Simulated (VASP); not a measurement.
Write the native input for VASP 6.6.1 that does the following.

```yaml
Task: relaxation of cell and atoms
Functional: PBEsol
Potentials_or_basis: VASP PAW PBE potentials, release 64 (Bi_d)
Cutoff: 600 eV
k_mesh: 17 × 17 × 17
Occupations: fermi-dirac, width 0.08 eV
Spin: no spin polarisation
Target_pressure: 360 GPa
Dipole_correction: no
Further_INCAR_settings: ALGO = Normal; EDIFF = 1e-06; IBRION = 2; EDIFFG = -0.005; NSW = 32; ISIF = 3
```

The structure of Bi lies in POSCAR:

```
Bi
1.0
    0.0000000000      1.8659176805      1.8659176805
    1.8659176805      0.0000000000      1.8659176805
    1.8659176805      1.8659176805      0.0000000000
Bi
1
Direct
    0.0000000000      0.0000000000      0.0000000000
```

One way to write it, as run:

INCAR

```
PREC = Accurate ; ENCUT = 600
EDIFF = 1E-6 ; ISMEAR = -1
SIGMA = 0.08 ; LREAL = F
LASPH = T ; NELM = 80
ALGO = Normal ; ISIF = 3
LWAVE = F ; LCHARG = F
GGA = PS ; IBRION = 2
NSW = 32 ; EDIFFG = -0.005
PSTRESS = 3600.0
```

KPOINTS

```
regular mesh
0
Gamma
  17 17 17
```

Potentials or basis: VASP PAW PBE potentials, release 64 (Bi_d).

The run is started by

```sh
$ cat potpaw_PBE.64/Bi_d/POTCAR > POTCAR
$ mpirun -np 1 vasp_std > vasp.out
```

Results of the run:

```yaml
Relaxed_volume: 13.00 Å³/atom
Relaxed_cell: a = 2.639 Å, b = 2.639 Å, c = 2.639 Å, α = 60.00°, β = 60.00°, γ = 60.00°
Space_group_after_relaxing_to_0.05_Å: Fm-3m (No. 225)
Energy_change_on_relaxing_the_enthalpy_is_what_falls: -5.5 meV/atom
Ionic_steps: 9
Pressure_after_relaxing: 360.1 GPa
```

Caveat: the cell is relaxed towards a set pressure, so the enthalpy falls and the energy may rise; the PAW data sets were made with another functional, which shifts forces and pressure a little.

It took 58 s on 1 thread of Intel(R) Xeon(R) Platinum 8259CL CPU @ 2.50GHz (Skylake/Cascade Lake) (shared host), peak memory 0.16 GiB.
